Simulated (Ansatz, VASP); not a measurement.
# One calculation of In3SbAs2, two programs

File INCAR:

```
PREC = Accurate
ENCUT = 520
EDIFF = 1E-6
ISMEAR = 0
SIGMA = 0.1
LREAL = False
LASPH = True
NELM = 60
ALGO = Normal
ISIF = 2
LWAVE = False
LCHARG = False
GGA = PE
NBANDS = 36
```

File KPOINTS:

```
regular mesh
0
Gamma
  6 6 2
```

POSCAR

```
In3SbAs2
1.0
    4.1748599700      0.0000000000      0.0000000000
   -2.0874299800      3.6155347900      0.0000000000
    0.0000000000      0.0000000000     10.2262766700
In Sb As
3 1 2
Direct
    0.0000000000      0.0000000000      0.0000000000
    0.3333333300      0.6666666700      0.6666666700
    0.6666666700      0.3333333300      0.3333333300
    0.3333333300      0.6666666700      0.4166666700
    0.0000000000      0.0000000000      0.7500000000
    0.6666666700      0.3333333300      0.0833333300
```

Input for Ansatz:

```yaml
crystal:
  lattice:
    - [4.17485997, 0.0, 0.0]
    - [-2.08742998, 3.61553479, 0.0]
    - [0.0, 0.0, 10.22627667]
  atoms:
    - { symbol: In, position: [0.0, 0.0, 0.0] }
    - { symbol: In, position: [0.33333333, 0.66666667, 0.66666667] }
    - { symbol: In, position: [0.66666667, 0.33333333, 0.33333333] }
    - { symbol: Sb, position: [0.33333333, 0.66666667, 0.41666667] }
    - { symbol: As, position: [0.0, 0.0, 0.75] }
    - { symbol: As, position: [0.66666667, 0.33333333, 0.08333333] }
basis:
  ecutwfc: 420
kpoints:
  mp_grid: { grid: [6, 6, 2] }
hamiltonian:
  xc: pbe
scf:
  occupations: { method: gaussian, width: 0.1 }
  lower_state_search: "off"
output:
  forces: true
  stress: true
  eigenvalues: true
```

Alike in both runs: task single point; functional PBE; k mesh 6 × 6 × 2; occupations gaussian, width 0.1 eV; no spin polarisation.

|  | VASP | Ansatz |
| --- | --- | --- |
| version | VASP 6.6.1 | Ansatz 0.2.0 |
| potentials or method | VASP PAW PBE potentials, release 64 (In_d, Sb, As), cutoff 520 eV | scalar-relativistic, plane waves, PAW |
| valence electrons in the cell | 54 | 84 |

Ansatz gave:

* gap on the k mesh at the Fermi level (eV): 0.25
* least direct gap on the mesh (eV): 0.25
* pressure (GPa): 16.2
* traceless stress, the component that is largest in VASP (GPa): -0.28
* rms of the force components (eV/Å): 0.531

Q: What did VASP give for the same quantities?

A: gap on the k mesh at the Fermi level (eV): 0.25; least direct gap on the mesh (eV): 0.25; pressure (GPa): 16.2; traceless stress, the component that is largest in VASP (GPa): -0.28; rms of the force components (eV/Å): 0.526.

Atom by atom the forces differ by 0.005 eV/Å (rms over components). With one functional, cell and mesh, what is left measures potentials, basis and numerics. VASP's potentials hold 54 valence electrons a cell and Ansatz's 84, so a difference there can come from the potentials and not from the codes.

Neither program's run includes spin-orbit coupling.
